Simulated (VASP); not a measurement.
# NaH13O7 in VASP: single point with PBE+D3(BJ)

Aim: the single point of NaH13O7 with PBE+D3(BJ).

All numbers are computed with VASP 6.6.1; they aren't measurements. Logs are shortened: lines on timing, memory, paths and dates and some standing lists are left out, and cuts for length are marked.

## (1) The cell of the first run

The cell holds a disordered packing, 21 atoms: a = 6.073 Å, b = 6.073 Å, c = 6.073 Å, α = 90.00°, β = 90.00°, γ = 90.00°.

## (2) Single point, PBE+D3(BJ)

The input, INCAR:

```
SYSTEM = NaH13O7
ALGO = Normal
EDIFF = 1E-6
ENCUT = 840
GGA = PE
GGA_COMPAT = .False.
ISIF = 2
ISMEAR = -1
IVDW = 12
LASPH = .True.
LCHARG = .False.
LREAL = Auto
LWAVE = .False.
NBANDS = 48
NELM = 120
PREC = Accurate
SIGMA = 0.02
```

The input, KPOINTS:

```
k-points
0
Gamma
  1 1 1
  0 0 0
```

The input, POSCAR:

```
NaH13O7
1.0
    6.0731780000      0.0000000000      0.0000000000
    0.0000000000      6.0731780000      0.0000000000
    0.0000000000      0.0000000000      6.0731780000
O H Na
7 13 1
Direct
    0.2990736020      0.3565932434      0.4784947231
    1.0203667470      0.4334700465      1.0006352349
    0.0864187364      1.0091253404      0.6984212815
    0.4128619495      0.6457358311      0.1384909988
    0.9870329401      0.8204312785      0.2849978435
    0.6611358661      1.1726562373      0.9573644940
    0.5823491517     -0.0262917337      0.3326475074
    0.3126929702      0.4699084165      0.3599214659
    0.4237814613      0.2570369812      0.4473101907
    1.0853574227      0.4816362296      0.8620573357
    0.8808665325      0.3572329437      0.9615183203
    0.1302300176      1.1425755441      0.6175858969
    0.0625012979      0.9040367873      0.5768360679
    0.5207261648      0.5640611308      0.0532969813
    0.4970512225      0.7659561505      0.2271432889
    0.8281430580      0.8671547660      0.3028390486
    0.9911045099      0.6784632363      0.2064874264
    0.6580234417      1.1161593599      1.1129995842
    0.7590696167      1.0715542550      0.8782197889
    0.5572681642     -0.0439859551      0.4892141813
    0.2394345273      0.0266138107      0.0660242399
```

Potentials or basis: VASP PAW PBE potentials, release 64 (O, H, Na_sv).

Run with:

```
> cat potpaw_PBE.64/O/POTCAR potpaw_PBE.64/H/POTCAR potpaw_PBE.64/Na_sv/POTCAR > POTCAR
> mpirun -np 1 vasp_gam > vasp.out
```

OUTCAR:

```text
SYSTEM = NaH13O7
   EDIFF = 1E-6
   ENCUT = 840
   GGA = PE
   ISIF = 2
   ISMEAR = -1
   IVDW = 12
   LASPH = .True.
   LREAL = Auto
   NELM = 120
   PREC = Accurate
 IVDW          = 12

 ion  position               nearest neighbor table
   1  0.299  0.357  0.478-   9 0.99   8 1.00
   2  0.020  0.433  0.001-  10 0.97  11 0.99
   3  0.086  0.009  0.698-  12 0.98  13 0.99
   4  0.413  0.646  0.138-  14 0.97  15 1.04
   5  0.987  0.820  0.285-  17 0.99  16 1.01
   6  0.661  0.173  0.957-  19 0.98  18 1.01
   7  0.582  0.974  0.333-  20 0.97
   8  0.313  0.470  0.360-   1 1.00
   9  0.424  0.257  0.447-   1 0.99
  10  0.085  0.482  0.862-   2 0.97
  11  0.881  0.357  0.962-   2 0.99
  12  0.130  0.143  0.618-   3 0.98
  13  0.063  0.904  0.577-   3 0.99
  14  0.521  0.564  0.053-   4 0.97
  15  0.497  0.766  0.227-   4 1.04
  16  0.828  0.867  0.303-   5 1.01
  17  0.991  0.678  0.206-   5 0.99
  18  0.658  0.116  0.113-   6 1.01
  19  0.759  0.072  0.878-   6 0.98
  20  0.557  0.956  0.489-   7 0.97
  21  0.239  0.027  0.066-

  LATTYP: Found a simple cubic cell.
 ALAT       =     6.0731780000

  Lattice vectors:

 A1 = (   6.0731780000,   0.0000000000,   0.0000000000)
 A2 = (   0.0000000000,   6.0731780000,   0.0000000000)
 A3 = (   0.0000000000,   0.0000000000,   6.0731780000)

Analysis of symmetry for initial positions (statically):
=====================================================================
 Subroutine PRICEL returns:
 Original cell was already a primitive cell.

 Routine SETGRP: Setting up the symmetry group for a
 simple cubic supercell.

 Subroutine GETGRP returns: Found  1 space group operations
 (whereof  1 operations were pure point group operations)
 out of a pool of 48 trial point group operations.

The static configuration has the point symmetry C_1 .

Analysis of symmetry for dynamics (positions and initial velocities):
=====================================================================
 Subroutine PRICEL returns:
 Original cell was already a primitive cell.

 Routine SETGRP: Setting up the symmetry group for a
 simple cubic supercell.

 Subroutine GETGRP returns: Found  1 space group operations
 (whereof  1 operations were pure point group operations)
 out of a pool of 48 trial point group operations.

The dynamic configuration has the point symmetry C_1 .

 Subroutine INISYM returns: Found  1 space group operations
 (whereof  1 operations are pure point group operations),
 and found     1 'primitive' translations

----------------------------------------------------------------------------------------

                                     Primitive cell

  volume of cell :     224.0000

  direct lattice vectors                    reciprocal lattice vectors
     6.073178000  0.000000000  0.000000000     0.164658437  0.000000000  0.000000000
     0.000000000  6.073178000  0.000000000     0.000000000  0.164658437  0.000000000
     0.000000000  0.000000000  6.073178000     0.000000000  0.000000000  0.164658437

  length of vectors
     6.073178000  6.073178000  6.073178000     0.164658437  0.164658437  0.164658437

  position of ions in fractional coordinates (direct lattice)
     0.299073602  0.356593243  0.478494723
     0.020366747  0.433470046  0.000635235
     0.086418736  0.009125340  0.698421282
     0.412861949  0.645735831  0.138490999
     0.987032940  0.820431279  0.284997844
     0.661135866  0.172656237  0.957364494
[... 13 lines left out ...]
     0.557268164  0.956014045  0.489214181
     0.239434527  0.026613811  0.066024240

  ion indices of the primitive-cell ions
   primitive index   ion index
                 1           1
                 2           2
                 3           3
                 4           4
                 5           5
                 6           6
[... 13 lines left out ...]
                20          20
                21          21

----------------------------------------------------------------------------------------

 KPOINTS: k-points

Automatic generation of k-mesh.
 Grid dimensions read from file:
 generate k-points for:    1    1    1

 Generating k-lattice:

  Cartesian coordinates                     Fractional coordinates (reciprocal lattice)
     0.164658437  0.000000000  0.000000000     1.000000000  0.000000000  0.000000000
     0.000000000  0.164658437  0.000000000     0.000000000  1.000000000  0.000000000
     0.000000000  0.000000000  0.164658437     0.000000000  0.000000000  1.000000000

  Length of vectors
     0.164658437  0.164658437  0.164658437

  Shift w.r.t. Gamma in fractional coordinates (k-lattice)
     0.000000000  0.000000000  0.000000000

 Subroutine IBZKPT returns following result:
 ===========================================

 Found      1 irreducible k-points:

 Following reciprocal coordinates:
            Coordinates               Weight
  0.000000  0.000000  0.000000      1.000000
   k-points           NKPTS =      1   k-points in BZ     NKDIM =      1   number of bands    NBANDS=     48
   number of dos      NEDOS =    301   number of ions     NIONS =     21
   total plane-waves  NPLWV = 216000
   dimension x,y,z NGX =    60 NGY =   60 NGZ =   60
   dimension x,y,z NGXF=   120 NGYF=  120 NGZF=  120
   ions per type =               7  13   1
   NGX,Y,Z   is equivalent  to a cutoff of  16.42, 16.42, 16.42 a.u.
   NGXF,Y,Z  is equivalent  to a cutoff of  32.85, 32.85, 32.85 a.u.
 SYSTEM =  NaH13O7
   PREC   = accura    normal or accurate (medium, high low for compatibility)
   ISTART =      0    job   : 0-new  1-cont  2-samecut
   ICHARG =      2    charge: 1-file 2-atom 10-const
   ISPIN  =      1    spin polarized calculation?
   LNONCOLLINEAR =      F non collinear calculations
   LSORBIT =      F    spin-orbit coupling
   LASPH  =      T    aspherical Exc in radial PAW
   ENCUT  =  840.0 eV  61.74 Ry    7.86 a.u.  14.35 14.35 14.35*2*pi/ulx,y,z
   NELM   =    120;   NELMIN=  2; NELMDL= -5     # of ELM steps
   EDIFF  = 0.1E-05   stopping-criterion for ELM
   LREAL  =      T    real-space projection
   EDIFFG = 0.1E-04   stopping-criterion for IOM
   NSW    =      0    number of steps for IOM
[... 5 lines left out ...]
   TEBEG  =    0.0;   TEEND  =   0.0 temperature during run
   PSTRESS=    0.0 pullay stress
   NELECT =      64.0000    total number of electrons
   NUPDOWN=      -1.0000    fix difference up-down
   EMIN   =  10.00;   EMAX   =-10.00  energy-range for DOS
   EFERMI =   0.00;   METHOD = LEGACY
   ISMEAR =    -1;   SIGMA  =   0.02  broadening in eV -4-tet -1-fermi 0-gaus
   EFERMI_NEDOS =   21; number of points for ismear=-14 and -15
   IALGO  =     38    algorithm
   IMIX   =      4    mixing-type and parameters
     AMIX     =   0.40;   BMIX     =  1.00
     AMIX_MAG =   1.60;   BMIX_MAG =  1.00
  volume/ion in A,a.u.               =      10.67        71.98
  Fermi-wavevector in a.u.,A,eV,Ry     =   1.078248  2.037594 15.818399  1.162620
  Thomas-Fermi vector in A             =   2.214182
   LORBIT       =      0    0 simple, 1 ext, 2 COOP (PROOUT), +10 PAW based schemes
   GGA     = PE    functional components
   LHFCALC =     F    Hartree Fock is set to
   AEXX    =    0.0000 exact exchange contribution
   IVDW    =    12    specifies the selected vdW correction
   LEPSILON=     F    determine dielectric tensor
   LRPA    =     F    only Hartree local field effects (RPA)
 non-spin polarized calculation
  energy-cutoff  :      840.00
  volume of cell :      224.00
 maximum number of plane-waves:      6147
 NGX is ok and might be reduce to    60
   NGX = 29   NGY = 29   NGZ = 29

 number of electron      64.0000004 magnetization

 Free energy of the ion-electron system (eV)
  ---------------------------------------------------
  ext. energy  EPLUGINS =         0.00000000
  ---------------------------------------------------
  free energy    TOTEN  =      -101.66917747 eV

  energy without entropy =     -101.66917747  energy(sigma->0) =     -101.66917747

 E-fermi :  -2.3913     XC(G=0):  -6.8228

 val. band max:       -3.0520772104   @ k =   0.0000   0.0000   0.0000
 cond. band min:       1.0942615977   @ k =   0.0000   0.0000   0.0000
 fundamental gap:      4.1463388081
 Fermi energy:        -2.3912987310

 k-point     1 :       0.0000    0.0000    0.0000
  band No.  band energies     occupation
      1     -52.1669      2.00000
      2     -24.1008      2.00000
      3     -24.0944      2.00000
      4     -24.0791      2.00000
      5     -22.2516      2.00000
      6     -21.7957      2.00000
[... 36 lines left out ...]
     43       7.8090      0.00000
     44       8.0576      0.00000
 [bands above 44 left out]

------------------------ aborting loop because EDIFF is reached ----------------------------------------

 Edisp (eV)   -0.87464

 E8    (eV) :    -0.2214

  FORCE on cell =-STRESS in cart. coord.  units (eV):
  Direction    XX          YY          ZZ          XY          YZ          ZX
  --------------------------------------------------------------------------------------
  -------------------------------------------------------------------------------------
  Total      -0.09499    -1.05393    -2.31385     1.10357     0.11145     1.11540
  in kB      -0.67939    -7.53833   -16.55002     7.89337     0.79716     7.97796
  external pressure =       -8.26 kB  Pullay stress =        0.00 kB

 VOLUME and BASIS-vectors are now :
 -----------------------------------------------------------------------------
  energy-cutoff  :      840.00
  volume of cell :      224.00
      direct lattice vectors                 reciprocal lattice vectors
     6.073178000  0.000000000  0.000000000     0.164658437  0.000000000  0.000000000
     0.000000000  6.073178000  0.000000000     0.000000000  0.164658437  0.000000000
     0.000000000  0.000000000  6.073178000     0.000000000  0.000000000  0.164658437

 POSITION                                       TOTAL-FORCE (eV/Angst)
 -----------------------------------------------------------------------------------
      1.81633      2.16565      2.90598         0.201001     -0.098731     -0.190743
      0.12369      2.63254      0.00386        -0.086049     -0.066974     -0.114053
      0.52484      0.05542      4.24164        -0.084882     -0.111191      0.066475
      2.50738      3.92167      0.84108         0.027855      0.096574      0.054591
      5.99443      4.98263      1.73084        -0.063869     -0.029137     -0.018737
      4.01520      1.04857      5.81424         0.065608     -0.093311      0.084130
[... 13 lines left out ...]
      3.38439      5.80604      2.97108         0.059208      0.015715      0.048147
      1.45413      0.16163      0.40098        -0.023966      0.007131     -0.014159
 -----------------------------------------------------------------------------------
    total drift:                               -0.000867      0.002608      0.001681

  FREE ENERGIE OF THE ION-ELECTRON SYSTEM (eV)
  ---------------------------------------------------
  free  energy   TOTEN  =      -102.5438218753 eV

  energy  without entropy=     -102.5438218753  energy(sigma->0) =     -102.54382188
```

It took 35 s on 1 thread of Intel Xeon 6975P-C (Granite Rapids), shared host; peak memory 0.43 GiB.

Results:

- Free energy: -102.5438 eV
- Pressure: -0.8 GPa
- Largest force: 0.294 eV/Å
- Dispersion energy per atom: -0.042 eV

Forces on the atoms (eV/Å):
```
O    0.201 -0.099 -0.191
O   -0.086 -0.067 -0.114
O   -0.085 -0.111  0.066
O    0.028  0.097  0.055
O   -0.064 -0.029 -0.019
O    0.066 -0.093  0.084
O   -0.057  0.076  0.008
H   -0.022 -0.165  0.120
H   -0.162  0.123  0.031
H    0.055  0.033  0.085
H    0.017  0.022  0.097
H    0.088  0.247 -0.047
H   -0.028 -0.071 -0.009
H    0.034 -0.074 -0.048
H   -0.047 -0.042 -0.077
H    0.078 -0.005 -0.010
H    0.016  0.025  0.033
H   -0.059  0.035 -0.008
H   -0.008  0.075 -0.091
H    0.059  0.016  0.048
Na  -0.024  0.007 -0.014
```

Stress tensor (GPa, compression positive):
```
-0.07  0.79  0.80
 0.79 -0.75  0.08
 0.80  0.08 -1.66
```

Levels at points of the mesh, in eV from the Fermi level:
```
           k point  band 28  band 29  band 30  band 31  band 32  band 33  band 34  band 35  band 36  band 37
(0.00, 0.00, 0.00)    -1.45    -1.31    -1.26    -0.79    -0.66     3.49     6.88     7.46     7.65     7.74
```

Caveat: the k points lie up to 1.03 Å⁻¹ apart, too coarse for converged energies, forces and pressures.
